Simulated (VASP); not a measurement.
# NaV16 (a cell with a defect) in VASP: further runs

The runs below take NaV16 (a cell with a defect) through single point, with PBEsol.

Everything below comes from runs of VASP 6.6.1. Logs are shortened: lines on timing, memory, paths and dates and some standing lists are left out, and cuts for length are marked.

## (1) The cell of the first run

The cell holds a defect, 17 atoms: a = 6.040 Å, b = 6.040 Å, c = 6.040 Å, α = 90.00°, β = 90.00°, γ = 90.00°.

## (2) Single point, PBEsol

The input, INCAR:

```
PREC = Accurate
ENCUT = 520
EDIFF = 1E-6
ISMEAR = -1
SIGMA = 0.15
LREAL = Auto
LASPH = True
NELM = 100
ALGO = Normal
ISIF = 2
LWAVE = False
LCHARG = False
GGA = PS
NBANDS = 122
```

The input, KPOINTS:

```
Automatic mesh
0
Gamma
  2 2 2
```

The input, POSCAR:

```
NaV16
1.0
    6.0400000000      0.0000000000      0.0000000000
    0.0000000000      6.0400000000      0.0000000000
    0.0000000000      0.0000000000      6.0400000000
V Na
16 1
Direct
   -0.0295198675      0.1270033113      0.0437913907
    0.4658609272      0.0234437086      0.0528311258
   -0.0469536424      0.5506788079      0.0708609272
   -0.0264900662      0.0702814570      0.5502317881
    0.2137582781      0.2611920530      0.2780132450
    0.6571026490      0.3974834437      0.0632947020
    0.4430629139     -0.0547847682      0.5607284768
    0.7070033113      0.1969536424      0.3608940397
   -0.0158609272      0.5216887417      0.5009271523
    0.2498841060      0.7989072848      0.2712913907
    0.3016390728      0.2851986755      0.7528807947
    0.4931291391      0.4950827815      0.5175000000
    0.7350496689      0.7496192053      0.2889569536
    0.6818543046      0.2173013245      0.7444370861
    0.1472350993      0.8506291391      0.7543874172
    0.7470198675      0.7891887417      0.7791887417
    0.3607450331      0.5589403974     -0.0226986755
```

Potentials or basis: VASP PAW PBE potentials, release 64 (V_sv, Na_pv).

Run with:

```sh
> cat potpaw_PBE.64/V_sv/POTCAR potpaw_PBE.64/Na_pv/POTCAR > POTCAR
> mpirun -np 1 vasp_std > vasp.out
```

OUTCAR:

```text
PREC = Accurate
   ENCUT = 520
   EDIFF = 1E-6
   ISMEAR = -1
   LREAL = Auto
   LASPH = True
   NELM = 100
   ISIF = 2
   GGA = PS

 ion  position               nearest neighbor table
   1  0.970  0.127  0.044-   5 2.19   6 2.50   8 2.53   3 2.57  14 2.57  15 2.64  11 2.83
   2  0.466  0.023  0.053-  10 2.30   5 2.50   6 2.54  14 2.56   8 2.58  11 2.60  13 2.72  16 2.76
                            15 2.84
   3  0.953  0.551  0.071-   6 2.01  13 2.22  17 2.53   1 2.57  16 2.59   9 2.61  10 2.63   5 2.67
                            15 2.88
   4  0.974  0.070  0.550-  15 2.09   8 2.12  14 2.30   5 2.48  16 2.58  11 2.67   9 2.74  10 2.88
                            13 2.88
   5  0.214  0.261  0.278-   1 2.19   4 2.48   9 2.49   2 2.50  12 2.63   3 2.67  17 2.71  10 2.80
                             7 2.91  11 2.92
   6  0.657  0.397  0.063-   3 2.01  17 2.10   8 2.19  14 2.22   1 2.50   2 2.54  13 2.57
   7  0.443  0.945  0.561-  15 2.21  10 2.28  16 2.45  14 2.45  11 2.51   8 2.51  13 2.68  12 2.75
                             5 2.91
   8  0.707  0.197  0.361-   4 2.12   6 2.19  14 2.32  12 2.41   7 2.51   1 2.53   2 2.58   9 2.71
                            13 2.74
   9  0.984  0.522  0.501-  13 2.41   5 2.49   3 2.61  15 2.69  10 2.70   8 2.71  16 2.74   4 2.74
                            11 2.83
  10  0.250  0.799  0.271-   7 2.28   2 2.30  17 2.39   3 2.63   9 2.70  12 2.78   5 2.80   4 2.88

  11  0.302  0.285  0.753-  17 2.17  12 2.23  14 2.33   7 2.51   2 2.60   4 2.67  15 2.79   1 2.83
                             9 2.83   5 2.92
  12  0.493  0.495  0.517-  11 2.23   8 2.41  14 2.45  13 2.53   5 2.63   7 2.75  10 2.78  16 2.83

  13  0.735  0.750  0.289-   3 2.22   9 2.41  12 2.53   6 2.57   7 2.68   2 2.72   8 2.74   4 2.88

  14  0.682  0.217  0.744-   6 2.22   4 2.30   8 2.32  11 2.33  12 2.45   7 2.45   2 2.56   1 2.57
                            16 2.62
  15  0.147  0.851  0.754-   4 2.09   7 2.21  16 2.45  17 2.57   1 2.64   9 2.69  11 2.79   2 2.84
                             3 2.88
  16  0.747  0.789  0.779-   7 2.45  15 2.45   4 2.58   3 2.59  14 2.62   9 2.74   2 2.76  12 2.83

  17  0.361  0.559  0.977-   6 2.10  11 2.17  10 2.39   3 2.53  15 2.57   5 2.71

  LATTYP: Found a simple cubic cell.
 ALAT       =     6.0400000000

  Lattice vectors:

 A1 = (   6.0400000000,   0.0000000000,   0.0000000000)
 A2 = (   0.0000000000,   6.0400000000,   0.0000000000)
 A3 = (   0.0000000000,   0.0000000000,   6.0400000000)

Analysis of symmetry for initial positions (statically):
=====================================================================
 Subroutine PRICEL returns:
 Original cell was already a primitive cell.

 Routine SETGRP: Setting up the symmetry group for a
 simple cubic supercell.

 Subroutine GETGRP returns: Found  1 space group operations
 (whereof  1 operations were pure point group operations)
 out of a pool of 48 trial point group operations.

The static configuration has the point symmetry C_1 .

Analysis of symmetry for dynamics (positions and initial velocities):
=====================================================================
 Subroutine PRICEL returns:
 Original cell was already a primitive cell.

 Routine SETGRP: Setting up the symmetry group for a
 simple cubic supercell.

 Subroutine GETGRP returns: Found  1 space group operations
 (whereof  1 operations were pure point group operations)
 out of a pool of 48 trial point group operations.

The dynamic configuration has the point symmetry C_1 .

 Subroutine INISYM returns: Found  1 space group operations
 (whereof  1 operations are pure point group operations),
 and found     1 'primitive' translations

----------------------------------------------------------------------------------------

                                     Primitive cell

  volume of cell :     220.3489

  direct lattice vectors                    reciprocal lattice vectors
     6.040000000  0.000000000  0.000000000     0.165562914  0.000000000  0.000000000
     0.000000000  6.040000000  0.000000000     0.000000000  0.165562914  0.000000000
     0.000000000  0.000000000  6.040000000     0.000000000  0.000000000  0.165562914

  length of vectors
     6.040000000  6.040000000  6.040000000     0.165562914  0.165562914  0.165562914

  position of ions in fractional coordinates (direct lattice)
     0.970480133  0.127003311  0.043791391
     0.465860927  0.023443709  0.052831126
     0.953046358  0.550678808  0.070860927
     0.973509934  0.070281457  0.550231788
     0.213758278  0.261192053  0.278013245
     0.657102649  0.397483444  0.063294702
[... 9 lines left out ...]
     0.747019868  0.789188742  0.779188742
     0.360745033  0.558940397  0.977301324

  ion indices of the primitive-cell ions
   primitive index   ion index
                 1           1
                 2           2
                 3           3
                 4           4
                 5           5
                 6           6
[... 9 lines left out ...]
                16          16
                17          17

----------------------------------------------------------------------------------------

 KPOINTS: Automatic mesh

Automatic generation of k-mesh.
 Grid dimensions read from file:
 generate k-points for:    2    2    2

 Generating k-lattice:

  Cartesian coordinates                     Fractional coordinates (reciprocal lattice)
     0.082781457  0.000000000  0.000000000     0.500000000  0.000000000  0.000000000
     0.000000000  0.082781457  0.000000000     0.000000000  0.500000000  0.000000000
     0.000000000  0.000000000  0.082781457     0.000000000  0.000000000  0.500000000

  Length of vectors
     0.082781457  0.082781457  0.082781457

  Shift w.r.t. Gamma in fractional coordinates (k-lattice)
     0.000000000  0.000000000  0.000000000

 Subroutine IBZKPT returns following result:
 ===========================================

 Found      8 irreducible k-points:

 Following reciprocal coordinates:
            Coordinates               Weight
  0.000000  0.000000  0.000000      1.000000
  0.500000  0.000000  0.000000      1.000000
  0.000000  0.500000  0.000000      1.000000
  0.000000  0.000000  0.500000      1.000000
  0.500000  0.500000  0.000000      1.000000
  0.000000  0.500000  0.500000      1.000000
  0.500000  0.000000  0.500000      1.000000
  0.500000  0.500000  0.500000      1.000000
   k-points           NKPTS =      8   k-points in BZ     NKDIM =      8   number of bands    NBANDS=    122
   number of dos      NEDOS =    301   number of ions     NIONS =     17
   total plane-waves  NPLWV = 110592
   dimension x,y,z NGX =    48 NGY =   48 NGZ =   48
   dimension x,y,z NGXF=    96 NGYF=   96 NGZF=   96
   ions per type =              16   1
   NGX,Y,Z   is equivalent  to a cutoff of  13.21, 13.21, 13.21 a.u.
   NGXF,Y,Z  is equivalent  to a cutoff of  26.42, 26.42, 26.42 a.u.
 SYSTEM =  unknown system
   PREC   = accura    normal or accurate (medium, high low for compatibility)
   ISTART =      0    job   : 0-new  1-cont  2-samecut
   ICHARG =      2    charge: 1-file 2-atom 10-const
   ISPIN  =      1    spin polarized calculation?
   LNONCOLLINEAR =      F non collinear calculations
   LSORBIT =      F    spin-orbit coupling
   LASPH  =      T    aspherical Exc in radial PAW
   ENCUT  =  520.0 eV  38.22 Ry    6.18 a.u.  11.23 11.23 11.23*2*pi/ulx,y,z
   NELM   =    100;   NELMIN=  2; NELMDL= -5     # of ELM steps
   EDIFF  = 0.1E-05   stopping-criterion for ELM
   LREAL  =      T    real-space projection
   EDIFFG = 0.1E-04   stopping-criterion for IOM
   NSW    =      0    number of steps for IOM
   IBRION =     -1    ionic relax: 0-MD 1-quasi-New 2-CG
   NFREE  =      0    steps in history (QN), initial steepest desc. (CG)
   ISIF   =      2    stress and relaxation
   ISYM   =      2    0-nonsym 1-usesym 2-fastsym
   POTIM  = 0.5000    time-step for ionic-motion
   TEBEG  =    0.0;   TEEND  =   0.0 temperature during run
   PSTRESS=    0.0 pullay stress
   NELECT =     215.0000    total number of electrons
   NUPDOWN=      -1.0000    fix difference up-down
   EMIN   =  10.00;   EMAX   =-10.00  energy-range for DOS
   EFERMI =   0.00;   METHOD = LEGACY
   ISMEAR =    -1;   SIGMA  =   0.15  broadening in eV -4-tet -1-fermi 0-gaus
   EFERMI_NEDOS =   21; number of points for ismear=-14 and -15
   IALGO  =     38    algorithm
   IMIX   =      4    mixing-type and parameters
     AMIX     =   0.40;   BMIX     =  1.00
     AMIX_MAG =   1.60;   BMIX_MAG =  1.00
  volume/ion in A,a.u.               =      12.96        87.47
  Fermi-wavevector in a.u.,A,eV,Ry     =   1.623743  3.068430 35.872337  2.636542
  Thomas-Fermi vector in A             =   2.717144
   LORBIT       =      0    0 simple, 1 ext, 2 COOP (PROOUT), +10 PAW based schemes
   GGA     = PS    functional components
   LHFCALC =     F    Hartree Fock is set to
   AEXX    =    0.0000 exact exchange contribution
   IVDW    =     0    specifies the selected vdW correction
   LEPSILON=     F    determine dielectric tensor
   LRPA    =     F    only Hartree local field effects (RPA)
 non-spin polarized calculation
  energy-cutoff  :      520.00
  volume of cell :      220.35
 maximum number of plane-waves:      6031
 NGX is ok and might be reduce to    48
   NGX = 23   NGY = 23   NGZ = 23

 number of electron     214.9999998 magnetization

 Free energy of the ion-electron system (eV)
  ---------------------------------------------------
  ext. energy  EPLUGINS =         0.00000000
  ---------------------------------------------------
  free energy    TOTEN  =      -143.57753780 eV

  energy without entropy =     -142.03544137  energy(sigma->0) =     -142.80648958

 E-fermi :   9.9596     XC(G=0): -13.0014

 val. band max:        9.9417508990   @ k =   0.5000   0.0000   0.5000
 cond. band min:       9.9671408841   @ k =   0.0000   0.5000   0.5000
 fundamental gap:      0.0253899851
 Fermi energy:         9.9595596775

 k-point     1 :       0.0000    0.0000    0.0000
  band No.  band energies     occupation
      1     -53.8163      2.00000
      2     -53.7185      2.00000
      3     -53.6446      2.00000
      4     -53.6159      2.00000
      5     -53.6023      2.00000
      6     -53.5733      2.00000
[... 111 lines left out ...]
    118      11.1792      0.00059
    119      11.3066      0.00025

 k-point     2 :       0.5000    0.0000    0.0000
  band No.  band energies     occupation
      1     -53.7914      2.00000
      2     -53.7155      2.00000
      3     -53.6689      2.00000
      4     -53.6263      2.00000
      5     -53.5918      2.00000
      6     -53.5812      2.00000
[... 727 lines left out ...]
      2     -53.6865      2.00000
      3     -53.6595      2.00000
      4     -53.6316      2.00000
      5     -53.6190      2.00000
      6     -53.6008      2.00000
[... 111 lines left out ...]
    118      10.8915      0.00400
    119      11.0581      0.00132
 [bands above 119 left out]

------------------------ aborting loop because EDIFF is reached ----------------------------------------

  FORCE on cell =-STRESS in cart. coord.  units (eV):
  Direction    XX          YY          ZZ          XY          YZ          ZX
  --------------------------------------------------------------------------------------
  -------------------------------------------------------------------------------------
  Total       25.5031516     21.8798651     23.5689492     -6.2465742      2.6247883      1.2175810
  in kB      185.4358156    159.0905588    171.3720479    -45.4194290     19.0850826      8.8531460
  external PRESSURE =     171.9661408 kB  Pullay stress =       0.0000000 kB

 VOLUME and BASIS-vectors are now :
 -----------------------------------------------------------------------------
  energy-cutoff  :      520.00
  volume of cell :      220.35
      direct lattice vectors                 reciprocal lattice vectors
     6.040000000  0.000000000  0.000000000     0.165562914  0.000000000  0.000000000
     0.000000000  6.040000000  0.000000000     0.000000000  0.165562914  0.000000000
     0.000000000  0.000000000  6.040000000     0.000000000  0.000000000  0.165562914

 POSITION                                       TOTAL-FORCE (eV/Angst)
 -----------------------------------------------------------------------------------
      5.86170      0.76710      0.26450         0.238289     -2.432398     -0.729571
      2.81380      0.14160      0.31910         0.062591     -0.559180     -0.469918
      5.75640      3.32610      0.42800         2.320995      0.663296     -1.730995
      5.88000      0.42450      3.32340         1.558707     -1.889613     -1.319594
      1.29110      1.57760      1.67920         1.653697      0.354928      1.147790
      3.96890      2.40080      0.38230        -1.183053      0.077176      0.742292
[... 9 lines left out ...]
      4.51200      4.76670      4.70630        -0.165110     -1.336737      0.635894
      2.17890      3.37600      5.90290        -0.621376      2.558613     -0.150482
 -----------------------------------------------------------------------------------
    total drift:                                0.004699     -0.001988      0.000090

  FREE ENERGIE OF THE ION-ELECTRON SYSTEM (eV)
  ---------------------------------------------------
  free  energy   TOTEN  =      -143.5775377962 eV

  energy  without entropy=     -142.0354413668  energy(sigma->0) =     -142.80648958
```

Run time: 20 min. Hardware: 1 thread of AMD EPYC 9755, shared host; peak memory 0.36 GiB.

What came out:

```
Free energy            : -143.5775 eV
Pressure               : 17.2 GPa
Largest force          : 4.028 eV/Å
Band gap on the k mesh : zero (an odd number of electrons rules out a gap without spin polarisation)
```

Forces in eV/Å, atoms in the order of the input:
```
V    0.238 -2.432 -0.730
V    0.063 -0.559 -0.470
V    2.321  0.663 -1.731
V    1.559 -1.890 -1.320
V    1.654  0.355  1.148
V   -1.183  0.077  0.742
V    0.763  0.833 -1.360
V    0.336  0.265 -1.040
V    0.216  0.406  1.468
V   -1.981 -0.176  1.214
V   -3.352 -2.062 -0.858
V   -0.480  2.203 -0.826
V   -1.057  1.501  0.707
V    1.201  1.109  0.891
V    0.489 -1.516  1.679
V   -0.165 -1.337  0.636
Na  -0.621  2.559 -0.150
```

Caveat: the k points lie up to 0.52 Å⁻¹ apart, too coarse for converged energies and pressures of a metal; atoms lie so close that the PAW spheres overlap strongly, which falsifies energies and pressures; the atoms stand as in a frame of molecular dynamics; the PAW data sets were made with another functional, which shifts forces and pressure a little.

## (3) Single point, PBEsol

The input, INCAR:

```
  PREC = Accurate
  ENCUT = 520
  EDIFF = 1E-6
  ISMEAR = -1
  SIGMA = 0.15
  LREAL = Auto
  LASPH = T
  NELM = 100
  ALGO = Normal
  ISIF = 2
  LWAVE = F
  LCHARG = F
  GGA = PS
  NBANDS = 122
```

The input, KPOINTS:

```
regular mesh
0
Gamma
  2 2 2
```

The input, POSCAR:

```
NaV16
1.0
    6.0400000000      0.0000000000      0.0000000000
    0.0000000000      6.0400000000      0.0000000000
    0.0000000000      0.0000000000      6.0400000000
V Na
16 1
Direct
   -0.0198013245     -0.0255629139     -0.0006953642
    0.4534437086      0.0429801325      0.0245364238
   -0.0275165563      0.4712748344      0.0612417219
   -0.0120695364      0.0090066225      0.5240397351
    0.2112251656      0.2435761589      0.2949503311
    0.5420529801      0.4374006623      0.2169867550
    0.4741721854      0.0785761589      0.5226324503
    0.7640728477      0.1872516556      0.3048344371
   -0.0084437086      0.5340231788      0.4682947020
    0.2908609272      0.7865231788      0.2749834437
    0.1937086093      0.2376986755      0.7738245033
    0.5241721854      0.5358443709      0.5500331126
    0.7082615894      0.8183443709      0.2936092715
    0.7319701987      0.2918708609      0.8011258278
    0.2008940397      0.8316721854      0.7349006623
    0.6906788079      0.7952317881      0.7762582781
    0.3742715232      0.5680794702     -0.0922019868
```

Potentials or basis: VASP PAW PBE potentials, release 64 (V_sv, Na_pv).

Run with:

```sh
> cat potpaw_PBE.64/V_sv/POTCAR potpaw_PBE.64/Na_pv/POTCAR > POTCAR
> mpirun -np 1 vasp_std > vasp.out
```

It took 20 min on 1 thread of AMD EPYC 9755, shared host; peak memory 0.37 GiB.

It converged, with:

```
Free energy            : -145.7745 eV
Pressure               : 13.7 GPa
Largest force          : 2.427 eV/Å
Band gap on the k mesh : zero (an odd number of electrons rules out a gap without spin polarisation)
```

Forces in eV/Å, atoms in the order of the input:
```
V   -0.643  0.530  1.314
V    0.602 -0.023 -0.248
V   -0.850  1.032 -0.754
V   -0.687  0.305  0.378
V   -0.126  0.692 -1.039
V    0.549  1.097 -1.340
V   -0.296 -1.442  1.723
V    1.586  1.555 -0.603
V   -0.580  0.005  1.522
V   -1.983 -0.569  0.403
V   -0.208  1.163 -0.186
V   -0.485  0.172 -1.020
V    0.612 -2.060 -1.128
V    0.599 -0.743 -0.004
V   -0.034 -0.720 -0.495
V    1.987 -0.123  0.042
Na  -0.042 -0.874  1.436
```

Stress tensor (GPa, compression positive):
```
12.46 -1.69  0.67
-1.69 15.82 -2.31
 0.67 -2.31 12.88
```

Levels at points of the mesh, in eV from the Fermi level:
| k point | band 105 | band 106 | band 107 | band 108 | band 109 | band 110 | band 111 | band 112 |
| --- | --- | --- | --- | --- | --- | --- | --- | --- |
| (0.00, 0.00, 0.00) | -0.03 | 0.01 | 0.11 | 0.24 | 0.36 | 0.43 | 0.58 | 0.64 |
| (0.50, 0.00, 0.00) | -0.25 | -0.06 | -0.01 | 0.09 | 0.20 | 0.34 | 0.40 | 0.57 |
| (0.00, 0.50, 0.00) | -0.25 | -0.13 | -0.04 | -0.03 | 0.26 | 0.32 | 0.32 | 0.41 |
| (0.00, 0.00, 0.50) | -0.15 | -0.06 | 0.02 | 0.11 | 0.16 | 0.27 | 0.36 | 0.49 |
| (0.50, 0.50, 0.00) | -0.33 | -0.25 | -0.14 | -0.03 | 0.07 | 0.14 | 0.21 | 0.37 |
| (0.00, 0.50, 0.50) | -0.35 | -0.31 | -0.16 | -0.02 | -0.01 | 0.11 | 0.14 | 0.26 |
| (0.50, 0.00, 0.50) | -0.41 | -0.25 | -0.17 | -0.09 | 0.00 | 0.09 | 0.19 | 0.27 |
| (0.50, 0.50, 0.50) | -0.57 | -0.43 | -0.35 | -0.26 | -0.22 | -0.16 | -0.03 | 0.11 |

Caveat: the k points lie up to 0.52 Å⁻¹ apart, too coarse for converged energies and pressures of a metal; atoms lie so close that the PAW spheres overlap strongly, which falsifies energies and pressures; the atoms stand as in a frame of molecular dynamics; the PAW data sets were made with another functional, which shifts forces and pressure a little.

The gap in the log of VASP goes by the Fermi energy; the results here count the filled bands.